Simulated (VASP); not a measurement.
# GdAl2N3 (P6/mmm) in VASP: further runs, part 2 of 2

VASP 6.6.1. The steps go on from the part before.

## (3) Single point, PBE, collinear spin, ferromagnetic start

This run uses another cell than the first one, of 11.01 Å³/atom.

Contents of INCAR:

```
ALGO = Normal ; EDIFF = 1E-7
ENCUT = 520 ; GGA = PE
ISIF = 2 ; ISMEAR = 0
ISPIN = 2 ; LASPH = T
LCHARG = F ; LMAXMIX = 6
LORBIT = 11 ; LREAL = F
LWAVE = F ; MAGMOM = 7.53 0 0 0 0 0
NBANDS = 32 ; NELM = 150
PREC = Accurate ; SIGMA = 0.1
```

Contents of KPOINTS:

```
k-points
0
Gamma
  6 6 6
```

Contents of POSCAR:

```
GdAl2N3
1.0
    5.3128795822      0.0000000000      0.0000000000
   -2.6564397911      4.6010886854      0.0000000000
    0.0000000000      0.0000000000      2.7022450944
Gd Al N
1 2 3
Direct
    0.0000000000      0.0000000000      0.0000000000
    0.6666666667      0.3333333333      0.0000000000
    0.3333333333      0.6666666667      0.0000000000
    0.5000000000      0.5000000000      0.5000000000
    0.5000000000      0.0000000000      0.5000000000
    0.0000000000      0.5000000000      0.5000000000
```

Potentials or basis: VASP PAW PBE potentials, release 64 (Gd, Al, N).

Command:

```sh
$ cat potpaw_PBE.64/Gd/POTCAR potpaw_PBE.64/Al/POTCAR potpaw_PBE.64/N/POTCAR > POTCAR
$ mpirun -np 1 vasp_std > vasp.out
```

OUTCAR:

```text
EDIFF = 1E-7
   ENCUT = 520
   GGA = PE
   ISIF = 2
   ISMEAR = 0
   ISPIN = 2
   LASPH = T
   LORBIT = 11
   LREAL = F
   NELM = 150
   PREC = Accurate

 ion  position               nearest neighbor table
   1  0.000  0.000  0.000-   2 3.07   3 3.07   3 3.07   2 3.07   2 3.07   3 3.07
   2  0.667  0.333  0.000-   5 2.04   5 2.04   6 2.04   6 2.04   4 2.04   4 2.04   3 3.07   3 3.07
                             1 3.07   1 3.07   1 3.07   3 3.07
   3  0.333  0.667  0.000-   5 2.04   5 2.04   6 2.04   6 2.04   4 2.04   4 2.04   2 3.07   2 3.07
                             1 3.07   1 3.07   1 3.07   2 3.07
   4  0.500  0.500  0.500-   2 2.04   3 2.04   2 2.04   3 2.04
   5  0.500  0.000  0.500-   2 2.04   3 2.04   2 2.04   3 2.04
   6  0.000  0.500  0.500-   2 2.04   3 2.04   2 2.04   3 2.04

  LATTYP: Found a hexagonal cell.
 ALAT       =     5.3128795822
 C/A-ratio  =     0.5086215587

  Lattice vectors:

 A1 = (   5.3128795822,   0.0000000000,   0.0000000000)
 A2 = (  -2.6564397911,   4.6010886854,   0.0000000000)
 A3 = (   0.0000000000,   0.0000000000,   2.7022450944)

Analysis of symmetry for initial positions (statically):
=====================================================================
 Subroutine PRICEL returns:
 Original cell was already a primitive cell.

 Routine SETGRP: Setting up the symmetry group for a
 hexagonal supercell.

 Subroutine GETGRP returns: Found 24 space group operations
 (whereof 24 operations were pure point group operations)
 out of a pool of 24 trial point group operations.

The static configuration has the point symmetry D_6h.

Analysis of symmetry for dynamics (positions and initial velocities):
=====================================================================
 Subroutine PRICEL returns:
 Original cell was already a primitive cell.

 Routine SETGRP: Setting up the symmetry group for a
[... 189 lines left out ...]
      2     -15.5616      1.00000
      3     -15.5616      1.00000
      4     -13.7280      1.00000
      5      -8.9936      1.00000
      6      -6.2944      1.00000
[... 805 lines left out ...]
     30      13.7552      0.00000
     31      15.2262      0.00000

 [... further k-points ...]

 spin component 2

 k-point     1 :       0.0000    0.0000    0.0000
  band No.  band energies     occupation
      1     -35.0884      1.00000
      2     -13.4535      1.00000
      3     -13.4535      1.00000
      4     -11.3638      1.00000
      5      -9.0355      1.00000
      6      -6.3682      1.00000
[... 805 lines left out ...]
     30      14.1620      0.00000
     31      15.5195      0.00000

 [... further k-points ...]

 [bands above 31 left out]

------------------------ aborting loop because EDIFF is reached ----------------------------------------

  FORCE on cell =-STRESS in cart. coord.  units (eV):
  Direction    XX          YY          ZZ          XY          YZ          ZX
  --------------------------------------------------------------------------------------
  -------------------------------------------------------------------------------------
  Total       -0.0345628     -0.0345628      0.1623539      0.0000000      0.0000000      0.0000000
  in kB       -0.8383083     -0.8383083      3.9378399      0.0000000      0.0000000      0.0000000
  external PRESSURE =       0.7537411 kB  Pullay stress =       0.0000000 kB

 VOLUME and BASIS-vectors are now :
 -----------------------------------------------------------------------------
  energy-cutoff  :      520.00
  volume of cell :       66.06
      direct lattice vectors                 reciprocal lattice vectors
     5.312879582  0.000000000  0.000000000     0.188221846  0.108669933  0.000000000
    -2.656439791  4.601088685  0.000000000     0.000000000  0.217339866  0.000000000
     0.000000000  0.000000000  2.702245094     0.000000000  0.000000000  0.370062657

 POSITION                                       TOTAL-FORCE (eV/Angst)
 -----------------------------------------------------------------------------------
      0.00000      0.00000      0.00000        -0.000000      0.000000      0.000000
      2.65644      1.53370      0.00000         0.000000      0.000000     -0.000000
     -0.00000      3.06739      0.00000        -0.000000      0.000000      0.000000
      1.32822      2.30054      1.35112        -0.000000      0.000000      0.000000
      2.65644      0.00000      1.35112        -0.000000      0.000000      0.000000
     -1.32822      2.30054      1.35112        -0.000000      0.000000      0.000000
 -----------------------------------------------------------------------------------
    total drift:                               -0.000000      0.000000     -0.000000

  FREE ENERGIE OF THE ION-ELECTRON SYSTEM (eV)
  ---------------------------------------------------
  free  energy   TOTEN  =       -46.2529998425 eV

  energy  without entropy=      -46.2382628228  energy(sigma->0) =      -46.24563133

 total charge

# of ion       s       p       d       f       tot
--------------------------------------------------
    1        2.024   5.575   0.651   7.113  15.364
    2        0.320   0.388   0.000   0.000   0.707
    3        0.320   0.388   0.000   0.000   0.707
    4        1.263   2.457   0.000   0.000   3.720
    5        1.263   2.457   0.000   0.000   3.720
    6        1.263   2.457   0.000   0.000   3.720
--------------------------------------------------
tot          6.454  13.721   0.651   7.113  27.940

 magnetization (x)

# of ion       s       p       d       f       tot
--------------------------------------------------
    1       -0.004  -0.076   0.088   6.667   6.676
    2        0.000   0.001   0.000   0.000   0.002
    3        0.000   0.001   0.000   0.000   0.002
    4        0.000  -0.047   0.000   0.000  -0.047
    5        0.000  -0.047   0.000   0.000  -0.047
    6        0.000  -0.047   0.000   0.000  -0.047
--------------------------------------------------
tot         -0.001  -0.215   0.088   6.667   6.539
```

Run time: 9.8 min. Hardware: 1 thread of Intel Xeon Platinum 8259CL at 2.50GHz (Skylake/Cascade Lake), shared host; peak memory 0.28 GiB.

What came out:

| Item | Value |
| --- | --- |
| Free energy | -46.2530 eV |
| Pressure | 0.1 GPa |
| Net moment | 6.75 μB per cell |
| Site moments | Gd +6.68; Al +0.00; N -0.05 μB |
| Valence electrons inside the program's atomic spheres | Gd 15.36; Al 0.71; N 3.72 |

Caveat: the k points lie up to 0.39 Å⁻¹ apart; spin-orbit coupling is left out, which moves the levels of the heavy elements; a cell with one magnetic atom can't hold antiferromagnetic order, which such compounds often take; semilocal functionals describe open f shells poorly, which spoils levels, moments and volumes.

## (4) Single point, PBE, collinear spin, ferromagnetic start

This run uses another cell than the first one, of 15.39 Å³/atom.

Contents of INCAR:

```
SYSTEM = GdAl2N3
  PREC = Accurate
  ENCUT = 520
  EDIFF = 1E-6
  ISMEAR = 0
  SIGMA = 0.1
  LREAL = .False.
  LASPH = .True.
  NELM = 150
  ALGO = Normal
  ISIF = 2
  LWAVE = .False.
  LCHARG = .False.
  ISPIN = 2
  MAGMOM = 7 0 0 0 0 0
  LORBIT = 11
  LMAXMIX = 6
  GGA = PE
  NBANDS = 32
```

Contents of KPOINTS:

```
Automatic mesh
0
Gamma
  6 6 4
  0 0 0
```

Contents of POSCAR:

```
GdAl2N3
1.0
    5.1953489700      0.0000000000      0.0000000000
   -2.5976744900      4.4993041900      0.0000000000
    0.0000000000      0.0000000000      3.9490596200
Gd Al N
1 2 3
Direct
    0.0000000000      0.0000000000      0.0000000000
    0.6666666700      0.3333333300      0.0000000000
    0.3333333300      0.6666666700      0.0000000000
    0.5000000000      0.5000000000      0.5000000000
    0.5000000000      0.0000000000      0.5000000000
    0.0000000000      0.5000000000      0.5000000000
```

Potentials or basis: VASP PAW PBE potentials, release 64 (Gd, Al, N).

Command:

```sh
$ cat potpaw_PBE.64/Gd/POTCAR potpaw_PBE.64/Al/POTCAR potpaw_PBE.64/N/POTCAR > POTCAR
$ mpirun -np 1 vasp_std > vasp.out
```

OUTCAR:

```text
SYSTEM = GdAl2N3
   PREC = Accurate
   ENCUT = 520
   EDIFF = 1E-6
   ISMEAR = 0
   LREAL = .False.
   LASPH = .True.
   NELM = 150
   ISIF = 2
   ISPIN = 2
   LORBIT = 11
   GGA = PE

 ion  position               nearest neighbor table
   1  0.000  0.000  0.000-   2 3.00   3 3.00   2 3.00   3 3.00   2 3.00   3 3.00
   2  0.667  0.333  0.000-   6 2.48   6 2.48   5 2.48   5 2.48   4 2.48   4 2.48   3 3.00   3 3.00
                             1 3.00   1 3.00   1 3.00   3 3.00
   3  0.333  0.667  0.000-   6 2.48   6 2.48   5 2.48   5 2.48   4 2.48   4 2.48   2 3.00   2 3.00
                             1 3.00   1 3.00   1 3.00   2 3.00
   4  0.500  0.500  0.500-   2 2.48   3 2.48   2 2.48   3 2.48
   5  0.500  0.000  0.500-   2 2.48   3 2.48   2 2.48   3 2.48
   6  0.000  0.500  0.500-   2 2.48   3 2.48   2 2.48   3 2.48

  LATTYP: Found a hexagonal cell.
 ALAT       =     5.1953489700
 C/A-ratio  =     0.7601144106

  Lattice vectors:

 A1 = (   5.1953489700,   0.0000000000,   0.0000000000)
 A2 = (  -2.5976744900,   4.4993041900,   0.0000000000)
 A3 = (   0.0000000000,   0.0000000000,   3.9490596200)

Analysis of symmetry for initial positions (statically):
=====================================================================
 Subroutine PRICEL returns:
 Original cell was already a primitive cell.

 Routine SETGRP: Setting up the symmetry group for a
 hexagonal supercell.

 Subroutine GETGRP returns: Found 24 space group operations
 (whereof 24 operations were pure point group operations)
 out of a pool of 24 trial point group operations.

The static configuration has the point symmetry D_6h.

Analysis of symmetry for dynamics (positions and initial velocities):
=====================================================================
 Subroutine PRICEL returns:
 Original cell was already a primitive cell.

 Routine SETGRP: Setting up the symmetry group for a
 hexagonal supercell.

 Subroutine GETGRP returns: Found 24 space group operations
 (whereof 24 operations were pure point group operations)
 out of a pool of 24 trial point group operations.

The dynamic configuration has the point symmetry D_6h.

Analysis of structural, dynamic, and magnetic symmetry:
=====================================================================
 Subroutine PRICEL returns:
 Original cell was already a primitive cell.

 Routine SETGRP: Setting up the symmetry group for a
 hexagonal supercell.

 Subroutine GETGRP returns: Found 24 space group operations
 (whereof 24 operations were pure point group operations)
 out of a pool of 24 trial point group operations.

The overall configuration has the point symmetry D_6h.

 Subroutine INISYM returns: Found 24 space group operations
 (whereof 24 operations are pure point group operations),
 and found     1 'primitive' translations

[... 99 lines left out ...]
   LREAL  =      F    real-space projection
   EDIFFG = 0.1E-04   stopping-criterion for IOM
   NSW    =      0    number of steps for IOM
   IBRION =     -1    ionic relax: 0-MD 1-quasi-New 2-CG
   NFREE  =      0    steps in history (QN), initial steepest desc. (CG)
   ISIF   =      2    stress and relaxation
   ISYM   =      2    0-nonsym 1-usesym 2-fastsym
   POTIM  = 0.5000    time-step for ionic-motion
   TEBEG  =    0.0;   TEEND  =   0.0 temperature during run
   PSTRESS=    0.0 pullay stress
   NELECT =      39.0000    total number of electrons
   NUPDOWN=      -1.0000    fix difference up-down
   EMIN   =  10.00;   EMAX   =-10.00  energy-range for DOS
   EFERMI =   0.00;   METHOD = LEGACY
   ISMEAR =     0;   SIGMA  =   0.10  broadening in eV -4-tet -1-fermi 0-gaus
   EFERMI_NEDOS =   21; number of points for ismear=-14 and -15
   IALGO  =     38    algorithm
   IMIX   =      4    mixing-type and parameters
     AMIX     =   0.40;   BMIX     =  1.00
     AMIX_MAG =   1.60;   BMIX_MAG =  1.00
  volume/ion in A,a.u.               =      15.39       103.82
  Fermi-wavevector in a.u.,A,eV,Ry     =   1.228415  2.321368 20.531238  1.509003
  Thomas-Fermi vector in A             =   2.363341
   LORBIT       =     11    0 simple, 1 ext, 2 COOP (PROOUT), +10 PAW based schemes
   GGA     = PE    functional components
   LHFCALC =     F    Hartree Fock is set to
   AEXX    =    0.0000 exact exchange contribution
   IVDW    =     0    specifies the selected vdW correction
   LEPSILON=     F    determine dielectric tensor
   LRPA    =     F    only Hartree local field effects (RPA)
 spin polarized calculation
 Gauss-broadening in eV      SIGMA  =   0.10
  energy-cutoff  :      520.00
  volume of cell :       92.31
 maximum number of plane-waves:      2523
 NGX is ok and might be reduce to    40
   NGX = 19   NGY = 19   NGZ = 15

 number of electron      38.9999996 magnetization       6.9818289

 Free energy of the ion-electron system (eV)
  ---------------------------------------------------
  ext. energy  EPLUGINS =         0.00000000
  ---------------------------------------------------
  free energy    TOTEN  =       -37.51656341 eV

  energy without entropy =      -37.48193550  energy(sigma->0) =      -37.49924946

 E-fermi :   5.0421     XC(G=0): -10.4271

 val. band max:        5.0380598014   @ k =   0.1667   0.0000   0.5000
 cond. band min:       5.0432086970   @ k =   0.3333   0.1667   0.5000
 fundamental gap:      0.0051488956
 Fermi energy:         5.0421207188

 spin component 1

 k-point     1 :       0.0000    0.0000    0.0000
  band No.  band energies     occupation
      1     -40.4780      1.00000
      2     -17.9671      1.00000
      3     -17.9671      1.00000
      4     -17.8546      1.00000
      5     -10.0361      1.00000
      6      -7.5893      1.00000
[... 703 lines left out ...]
     30       7.8340      0.00000
     31       9.7735      0.00000
 Fermi energy:         5.0421207188

 spin component 2

 k-point     1 :       0.0000    0.0000    0.0000
  band No.  band energies     occupation
      1     -37.3501      1.00000
      2     -15.7334      1.00000
      3     -15.7334      1.00000
      4     -15.5809      1.00000
      5     -10.1117      1.00000
      6      -7.7023      1.00000
[... 703 lines left out ...]
     30       8.2758      0.00000
     31      10.9424      0.00000
 [bands above 31 left out]

------------------------ aborting loop because EDIFF is reached ----------------------------------------

  FORCE on cell =-STRESS in cart. coord.  units (eV):
  Direction    XX          YY          ZZ          XY          YZ          ZX
  --------------------------------------------------------------------------------------
  -------------------------------------------------------------------------------------
  Total       -2.4252141     -2.4252141    -23.1472076      0.0000000      0.0000000      0.0000000
  in kB      -42.0927115    -42.0927116   -401.7495678      0.0000000      0.0000000      0.0000000
  external PRESSURE =    -161.9783303 kB  Pullay stress =       0.0000000 kB

 VOLUME and BASIS-vectors are now :
 -----------------------------------------------------------------------------
  energy-cutoff  :      520.00
  volume of cell :       92.31
      direct lattice vectors                 reciprocal lattice vectors
     5.195348970  0.000000000  0.000000000     0.192479852  0.111128294  0.000000000
    -2.597674490  4.499304190  0.000000000     0.000000000  0.222256589  0.000000000
     0.000000000  0.000000000  3.949059620     0.000000000  0.000000000  0.253224842

 POSITION                                       TOTAL-FORCE (eV/Angst)
 -----------------------------------------------------------------------------------
      0.00000      0.00000      0.00000         0.000000     -0.000000      0.000000
      2.59767      1.49977      0.00000        -0.000000      0.000000      0.000000
     -0.00000      2.99954      0.00000        -0.000000      0.000000      0.000000
      1.29884      2.24965      1.97453         0.000000     -0.000000      0.000000
      2.59767      0.00000      1.97453         0.000000     -0.000000      0.000000
     -1.29884      2.24965      1.97453         0.000000     -0.000000      0.000000
 -----------------------------------------------------------------------------------
    total drift:                               -0.000000      0.000000     -0.000000

  FREE ENERGIE OF THE ION-ELECTRON SYSTEM (eV)
  ---------------------------------------------------
  free  energy   TOTEN  =       -37.5165634135 eV

  energy  without entropy=      -37.4819354993  energy(sigma->0) =      -37.49924946

 total charge

# of ion       s       p       d       f       tot
--------------------------------------------------
    1        2.030   5.578   0.512   7.105  15.224
    2        0.413   0.265   0.000   0.000   0.679
    3        0.413   0.265   0.000   0.000   0.679
    4        1.355   2.037   0.000   0.000   3.392
    5        1.355   2.037   0.000   0.000   3.392
    6        1.355   2.037   0.000   0.000   3.392
--------------------------------------------------
tot          6.921  12.220   0.512   7.105  26.757

 magnetization (x)

# of ion       s       p       d       f       tot
--------------------------------------------------
    1        0.004  -0.077   0.158   6.685   6.770
    2       -0.004   0.008   0.000   0.000   0.004
    3       -0.004   0.008   0.000   0.000   0.004
    4        0.000  -0.061   0.000   0.000  -0.061
    5        0.000  -0.061   0.000   0.000  -0.061
    6        0.000  -0.061   0.000   0.000  -0.061
--------------------------------------------------
tot         -0.004  -0.243   0.158   6.685   6.596
```

It took 6.4 min on 1 thread of Intel Xeon Platinum 8259CL at 2.50GHz (Skylake/Cascade Lake), shared host; peak memory 0.32 GiB.

Results:

```yaml
Free_energy: -37.5166 eV
Pressure: -16.2 GPa
Band_gap_on_the_k_mesh: zero (filled and empty bands overlap)
Net_moment: 6.98 μB per cell
Site_moments: Gd +6.77; Al +0.00; N -0.06 μB
Valence_electrons_inside_the_program's_atomic_spheres: Gd 15.22; Al 0.68; N 3.39
```

Caveat: the k points lie up to 0.40 Å⁻¹ apart, too coarse for converged energies and pressures of a metal; spin-orbit coupling is left out, which moves the levels of the heavy elements; a cell with one magnetic atom can't hold antiferromagnetic order, which such compounds often take; semilocal functionals describe open f shells poorly, which spoils levels, moments and volumes. The state reached can hang on the start; a lower one may exist.

## (5) The runs side by side

```tsv
cell	k mesh	gap on the mesh (eV)	pressure (GPa)	moment (μB)
a = 5.351, b = 5.351, c = 2.677 Å, angles 90.0, 90.0, 120.0°, 6 atoms	6 × 6 × 4	none	-0.1	6.62
a = 5.313, b = 5.313, c = 2.702 Å, angles 90.0, 90.0, 120.0°, 6 atoms	6 × 6 × 6	none	0.1	6.75
a = 5.195, b = 5.195, c = 3.949 Å, angles 90.0, 90.0, 120.0°, 6 atoms	6 × 6 × 4	none	-16.2	6.98
```

Alike in all rows: task single point; level PBE; potentials or basis VASP PAW PBE potentials, release 64 (Gd, Al, N); spin collinear, ferromagnetic start; cutoff (eV) 520; smearing gaussian 0.1 eV.

Caveats: all runs use coarse meshes; spin-orbit coupling is left out, which moves the levels of the heavy elements; a cell with one magnetic atom can't hold antiferromagnetic order, which such compounds often take; semilocal functionals describe open f shells poorly, which spoils levels, moments and volumes.

Total energies depend on the potentials used, so only differences within one code and one set of settings carry meaning.
